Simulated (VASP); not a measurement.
Set up this calculation in VASP 6.6.1, as the native input.

| Quantity | Value |
| --- | --- |
| Task | relaxation of cell and atoms |
| Functional | PBE |
| Potentials or basis | VASP PAW PBE potentials, release 64 (Na_pv, Cu, H) |
| Cutoff | 600 eV |
| k mesh | 18 × 18 × 8 |
| Occupations | gaussian, width 0.1 eV |
| Spin | no spin polarisation |
| Dipole correction | no |
| Further INCAR settings | ALGO = Normal; EDIFF = 1e-06; IBRION = 2; EDIFFG = -0.01; NSW = 100; ISIF = 3 |

The structure of NaCuH2 lies in POSCAR:

```
NaCuH2
1.0
    2.8621972657      0.0000000000      0.0000000000
   -1.4310986328      2.4787355427      0.0000000000
    0.0000000000      0.0000000000      5.6103326625
Na Cu H
1 1 2
Direct
    0.0000000000      0.0000000000      0.5000000000
    0.0000000000      0.0000000000      0.0000000000
    0.3333333333      0.6666666667      0.2113371821
    0.3333333333      0.6666666667      0.7886628179
```

These files were run (other wordings do the same):

INCAR

```
SYSTEM = NaCuH2
PREC = Accurate
ENCUT = 600
EDIFF = 1E-6
ISMEAR = 0
SIGMA = 0.1
LREAL = .FALSE.
LASPH = .TRUE.
NELM = 60
ALGO = Normal
ISIF = 3
LWAVE = .FALSE.
LCHARG = .FALSE.
GGA = PE
IBRION = 2
NSW = 100
EDIFFG = -0.01
```

KPOINTS

```
Automatic mesh
0
G
  18 18 8
  0 0 0
```

Potentials or basis: VASP PAW PBE potentials, release 64 (Na_pv, Cu, H).

Command:

```bash
$ cat potpaw_PBE.64/Na_pv/POTCAR potpaw_PBE.64/Cu/POTCAR potpaw_PBE.64/H/POTCAR > POTCAR
$ mpirun -np 1 vasp_std > vasp.out
```

Results of the run:

```yaml
Relaxed_volume: 10.00 Å³/atom
Relaxed_cell: a = 2.866 Å, b = 2.866 Å, c = 5.624 Å, α = 90.00°, β = 90.00°, γ = 120.00°
Space_group_after_relaxing_to_0.1_Å: P-6m2 (No. 187)
Energy_gained_by_relaxing: 0.0 meV/atom
Ionic_steps: 3
Pressure_after_relaxing: 0.0 GPa
Largest_force_after_relaxing: 0.008 eV/Å
Band_gap_on_the_k_mesh: zero (bands 10 and 11 overlap by 0.66 eV)
```

It took 5.2 min on 1 thread of AMD EPYC 7R13 (shared host), peak memory 0.26 GiB.
